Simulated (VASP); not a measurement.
# W (R-3m) in VASP: single point with LDA

Aim: the single point of W with LDA.

Program: VASP 6.6.1. These are calculated values, not measurements. Logs are shortened: lines on timing, memory, paths and dates and some standing lists are left out, and cuts for length are marked.

## 1. The cell of the first run

Symmetry: R-3m, No. 166, trigonal system. The conventional cell has a = 3.144 Å, b = 3.144 Å, c = 15.305 Å, α = 90.00°, β = 90.00°, γ = 120.00°. W (site symmetry -3m) has 6 W at 3.14 Å within 4.1 Å.

## 2. Single point, LDA

INCAR reads:

```
  PREC = Accurate
  ENCUT = 520
  EDIFF = 1E-7
  ISMEAR = 0
  SIGMA = 0.02
  LREAL = False
  LASPH = True
  NELM = 60
  ALGO = Normal
  ISIF = 2
  LWAVE = False
  LCHARG = True
  LELF = True
  LVHAR = True
  NBANDS = 13
```

KPOINTS reads:

```
regular mesh
0
Gamma
  9 9 9
```

POSCAR reads:

```
W
1.0
    1.5718550000      0.9075110000      5.1016200000
   -1.5718550000      0.9075110000      5.1016200000
    0.0000000000     -1.8150220000      5.1016200000
W
1
Direct
    0.0000000000      0.0000000000      0.0000000000
```

Potentials or basis: VASP PAW LDA potentials, release 64 (W_sv).

Run with:

```console
cat potpaw_LDA.64/W_sv/POTCAR > POTCAR
mpirun -np 1 vasp_std > vasp.out
```

OUTCAR:

```text
PREC = Accurate
   ENCUT = 520
   EDIFF = 1E-7
   ISMEAR = 0
   LREAL = False
   LASPH = True
   NELM = 60
   ISIF = 2

 ion  position               nearest neighbor table
   1  0.000  0.000  0.000-

  LATTYP: Found a trigonal (rhomboedric) cell.
 ALAT       =     5.4148712801
 COS(alpha) =     0.8314694082

  Lattice vectors:

 A1 = (   1.5718550000,   0.9075110000,   5.1016200000)
 A2 = (  -1.5718550000,   0.9075110000,   5.1016200000)
 A3 = (   0.0000000000,  -1.8150220000,   5.1016200000)

Analysis of symmetry for initial positions (statically):
=====================================================================
 Subroutine PRICEL returns:
 Original cell was already a primitive cell.

 Routine SETGRP: Setting up the symmetry group for a
 trigonal (rhombohedral) supercell.

 Subroutine GETGRP returns: Found 12 space group operations
 (whereof 12 operations were pure point group operations)
 out of a pool of 12 trial point group operations.

The static configuration has the point symmetry D_3d.

Analysis of symmetry for dynamics (positions and initial velocities):
=====================================================================
 Subroutine PRICEL returns:
 Original cell was already a primitive cell.

 Routine SETGRP: Setting up the symmetry group for a
 trigonal (rhombohedral) supercell.

 Subroutine GETGRP returns: Found 12 space group operations
 (whereof 12 operations were pure point group operations)
 out of a pool of 12 trial point group operations.

The dynamic configuration has the point symmetry D_3d.

 Subroutine INISYM returns: Found 12 space group operations
 (whereof 12 operations are pure point group operations),
 and found     1 'primitive' translations

----------------------------------------------------------------------------------------

                                     Primitive cell

  volume of cell :      43.6640

  direct lattice vectors                    reciprocal lattice vectors
     1.571855000  0.907511000  5.101620000     0.318095499  0.183652503  0.065338722
    -1.571855000  0.907511000  5.101620000    -0.318095499  0.183652503  0.065338722
     0.000000000 -1.815022000  5.101620000     0.000000000 -0.367305006  0.065338722

  length of vectors
     5.414871280  5.414871280  5.414871327     0.373071222  0.373071222  0.373071194

  position of ions in fractional coordinates (direct lattice)
     0.000000000  0.000000000  0.000000000

  ion indices of the primitive-cell ions
   primitive index   ion index
                 1           1

----------------------------------------------------------------------------------------

 KPOINTS: regular mesh

Automatic generation of k-mesh.
 Grid dimensions read from file:
 generate k-points for:    9    9    9

 Generating k-lattice:

  Cartesian coordinates                     Fractional coordinates (reciprocal lattice)
     0.035343944  0.020405834  0.007259858     0.111111111 -0.000000000  0.000000000
    -0.035343944  0.020405834  0.007259858    -0.000000000  0.111111111  0.000000000
     0.000000000 -0.040811667  0.007259858     0.000000000  0.000000000  0.111111111

  Length of vectors
     0.041452358  0.041452358  0.041452355

  Shift w.r.t. Gamma in fractional coordinates (k-lattice)
     0.000000000  0.000000000  0.000000000

 Subroutine IBZKPT returns following result:
 ===========================================

 Found     85 irreducible k-points:

 Following reciprocal coordinates:
            Coordinates               Weight
  0.000000  0.000000  0.000000      1.000000
  0.111111 -0.000000  0.000000      6.000000
  0.222222 -0.000000  0.000000      6.000000
  0.333333 -0.000000 -0.000000      6.000000
  0.444444 -0.000000  0.000000      6.000000
  0.111111  0.111111  0.000000      6.000000
[... 16 lines left out ...]
 -0.333333  0.333333  0.000000      6.000000
  0.444444  0.444444  0.000000      6.000000
 [... further k-points ...]
   k-points           NKPTS =     85   k-points in BZ     NKDIM =     85   number of bands    NBANDS=     13
   number of dos      NEDOS =    301   number of ions     NIONS =      1
   total plane-waves  NPLWV =  64000
   dimension x,y,z NGX =    40 NGY =   40 NGZ =   40
   dimension x,y,z NGXF=    80 NGYF=   80 NGZF=   80
   ions per type =               1
   NGX,Y,Z   is equivalent  to a cutoff of  12.28, 12.28, 12.28 a.u.
   NGXF,Y,Z  is equivalent  to a cutoff of  24.56, 24.56, 24.56 a.u.
 SYSTEM =  unknown system
   PREC   = accura    normal or accurate (medium, high low for compatibility)
   ISTART =      0    job   : 0-new  1-cont  2-samecut
   ICHARG =      2    charge: 1-file 2-atom 10-const
   ISPIN  =      1    spin polarized calculation?
   LNONCOLLINEAR =      F non collinear calculations
   LSORBIT =      F    spin-orbit coupling
   LASPH  =      T    aspherical Exc in radial PAW
   ENCUT  =  520.0 eV  38.22 Ry    6.18 a.u.  10.07 10.07 10.07*2*pi/ulx,y,z
   NELM   =     60;   NELMIN=  2; NELMDL= -5     # of ELM steps
   EDIFF  = 0.1E-06   stopping-criterion for ELM
   LREAL  =      F    real-space projection
   EDIFFG = 0.1E-05   stopping-criterion for IOM
   NSW    =      0    number of steps for IOM
   IBRION =     -1    ionic relax: 0-MD 1-quasi-New 2-CG
   NFREE  =      0    steps in history (QN), initial steepest desc. (CG)
   ISIF   =      2    stress and relaxation
   ISYM   =      2    0-nonsym 1-usesym 2-fastsym
   POTIM  = 0.5000    time-step for ionic-motion
   TEBEG  =    0.0;   TEEND  =   0.0 temperature during run
   PSTRESS=    0.0 pullay stress
   NELECT =      14.0000    total number of electrons
   NUPDOWN=      -1.0000    fix difference up-down
   EMIN   =  10.00;   EMAX   =-10.00  energy-range for DOS
   EFERMI =   0.00;   METHOD = LEGACY
   ISMEAR =     0;   SIGMA  =   0.02  broadening in eV -4-tet -1-fermi 0-gaus
   EFERMI_NEDOS =   21; number of points for ismear=-14 and -15
   IALGO  =     38    algorithm
   IMIX   =      4    mixing-type and parameters
     AMIX     =   0.40;   BMIX     =  1.00
     AMIX_MAG =   1.60;   BMIX_MAG =  1.00
  volume/ion in A,a.u.               =      43.66       294.66
  Fermi-wavevector in a.u.,A,eV,Ry     =   1.120494  2.117427 17.082212  1.255507
  Thomas-Fermi vector in A             =   2.257141
   LORBIT       =      0    0 simple, 1 ext, 2 COOP (PROOUT), +10 PAW based schemes
   GGA     = CA    functional components
   LHFCALC =     F    Hartree Fock is set to
   AEXX    =    0.0000 exact exchange contribution
   IVDW    =     0    specifies the selected vdW correction
   LEPSILON=     F    determine dielectric tensor
   LRPA    =     F    only Hartree local field effects (RPA)
 non-spin polarized calculation
 Gauss-broadening in eV      SIGMA  =   0.02
  energy-cutoff  :      520.00
  volume of cell :       43.66
 maximum number of plane-waves:      1190
   NGX = 21   NGY = 21   NGZ = 21

 number of electron      14.0000000 magnetization

 Free energy of the ion-electron system (eV)
  ---------------------------------------------------
  ext. energy  EPLUGINS =         0.00000000
  ---------------------------------------------------
  free energy    TOTEN  =        -8.77579398 eV

  energy without entropy =       -8.77528665  energy(sigma->0) =       -8.77554032

 E-fermi :   0.9970     XC(G=0):  -8.4225

 val. band max:        0.9928207808   @ k =   0.4444   0.3333   0.2222
 cond. band min:       0.9973794760   @ k =  -0.4444   0.2222   0.1111
 fundamental gap:      0.0045586951
 Fermi energy:         0.9970183429

 k-point     1 :       0.0000    0.0000    0.0000
  band No.  band energies     occupation
      1     -73.0731      2.00000
      2     -37.6772      2.00000
      3     -37.0565      2.00000
      4     -37.0565      2.00000
      5      -4.1953      2.00000
      6      -0.2406      2.00000
      7       1.0693      0.00000
      8       1.0693      0.00000
      9       2.7474      0.00000
     10       2.7475      0.00000
     11       3.6114      0.00000
     12       7.9098      0.00000
     13      14.4883      0.00000

 k-point     2 :       0.1111   -0.0000    0.0000
  band No.  band energies     occupation
      1     -73.0711      2.00000
      2     -37.6728      2.00000
      3     -37.0931      2.00000
      4     -37.0654      2.00000
      5      -3.8228      2.00000
      6      -0.0873      2.00000
      7       0.8365      2.00000
      8       1.3547      0.00000
      9       1.8490      0.00000
     10       2.6696      0.00000
     11       4.6216      0.00000
     12       8.0833      0.00000
     13      15.0312      0.00000

 k-point     3 :       0.2222   -0.0000    0.0000
  band No.  band energies     occupation
      1     -73.0658      2.00000
      2     -37.6616      2.00000
      3     -37.1849      2.00000
      4     -37.0880      2.00000
      5      -2.8321      2.00000
      6       0.1708      2.00000
      7       0.5788      2.00000
      8       0.8752      2.00000
      9       2.1576      0.00000
     10       2.4793      0.00000
     11       5.8484      0.00000
     12       8.6908      0.00000
     13      13.2567      0.00000

 k-point     4 :       0.3333   -0.0000   -0.0000
  band No.  band energies     occupation
      1     -73.0599      2.00000
      2     -37.6489      2.00000
      3     -37.2877      2.00000
      4     -37.1134      2.00000
      5      -1.8814      2.00000
      6       0.0928      2.00000
      7       0.4570      2.00000
      8       1.2145      0.00000
      9       2.2735      0.00000
     10       3.2784      0.00000
     11       6.7779      0.00000
     12       9.7214      0.00000
     13      10.0521      0.00000

 k-point     5 :       0.4444   -0.0000    0.0000
  band No.  band energies     occupation
      1     -73.0561      2.00000
      2     -37.6405      2.00000
      3     -37.3539      2.00000
      4     -37.1300      2.00000
      5      -1.7157      2.00000
      6      -0.2468      2.00000
      7       1.1356      0.00000
      8       2.1448      0.00000
      9       2.4132      0.00000
     10       4.2219      0.00000
     11       7.1300      0.00000
     12       7.5366      0.00000
     13      10.9510      0.00000
[... 257 lines left out ...]
 k-point    22 :      -0.4444    0.3333   -0.0000
  band No.  band energies     occupation
      1     -73.0544      2.00000
      2     -37.6369      2.00000
      3     -37.3169      2.00000
      4     -37.2052      2.00000
      5      -0.4959      2.00000
      6       0.0281      2.00000
      7       0.8904      2.00000
      8       1.2456      0.00000
      9       1.4689      0.00000
     10       5.8219      0.00000
     11       7.0059      0.00000
     12       7.7557      0.00000
     13       9.8575      0.00000

 k-point    23 :      -0.3333    0.3333    0.0000
  band No.  band energies     occupation
      1     -73.0533      2.00000
      2     -37.6347      2.00000
      3     -37.2724      2.00000
      4     -37.2724      2.00000
      5       0.3631      2.00000
      6       0.3925      2.00000
      7       0.5020      2.00000
      8       0.5749      2.00000
      9       1.4948      0.00000
     10       5.6963      0.00000
     11       7.9636      0.00000
     12       7.9942      0.00000
     13       9.1874      0.00000

 k-point    24 :       0.4444    0.4444    0.0000
  band No.  band energies     occupation
      1     -73.0561      2.00000
      2     -37.6406      2.00000
      3     -37.3539      2.00000
      4     -37.1300      2.00000
      5      -1.6973      2.00000
      6      -0.3396      2.00000
      7       1.3380      0.00000
      8       2.1755      0.00000
      9       2.5525      0.00000
     10       4.2215      0.00000
     11       6.3305      0.00000
     12       7.5000      0.00000
     13      10.3154      0.00000

 [... further k-points ...]

------------------------ aborting loop because EDIFF is reached ----------------------------------------

  FORCE on cell =-STRESS in cart. coord.  units (eV):
  Direction    XX          YY          ZZ          XY          YZ          ZX
  --------------------------------------------------------------------------------------
  -------------------------------------------------------------------------------------
  Total       -9.7540059     -9.7540079     -0.9473254      0.0000000      0.0000000     -0.0000000
  in kB     -357.9067276   -357.9068007    -34.7604996      0.0000000      0.0000000     -0.0000000
  external PRESSURE =    -250.1913426 kB  Pullay stress =       0.0000000 kB

 VOLUME and BASIS-vectors are now :
 -----------------------------------------------------------------------------
  energy-cutoff  :      520.00
  volume of cell :       43.66
      direct lattice vectors                 reciprocal lattice vectors
     1.571855000  0.907511000  5.101620000     0.318095499  0.183652503  0.065338722
    -1.571855000  0.907511000  5.101620000    -0.318095499  0.183652503  0.065338722
     0.000000000 -1.815022000  5.101620000     0.000000000 -0.367305006  0.065338722

 POSITION                                       TOTAL-FORCE (eV/Angst)
 -----------------------------------------------------------------------------------
      0.00000      0.00000      0.00000         0.000000      0.000000      0.000000
 -----------------------------------------------------------------------------------
    total drift:                                0.000000      0.000000     -0.000000

  FREE ENERGIE OF THE ION-ELECTRON SYSTEM (eV)
  ---------------------------------------------------
  free  energy   TOTEN  =        -8.7757939833 eV

  energy  without entropy=       -8.7752866475  energy(sigma->0) =       -8.77554032
```

It took 3 min on 1 thread of AMD EPYC 7R13, shared host; peak memory 0.18 GiB.

Results:

| Quantity | Value |
| --- | --- |
| Free energy | -8.7758 eV |
| Pressure | -25.0 GPa |
| Band gap on the k mesh | zero (band 7 reaches 1.45 eV, above the bottom of band 8 at 0.57 eV) |

Caveat: spin-orbit coupling is left out, which moves the levels of the heavy elements.
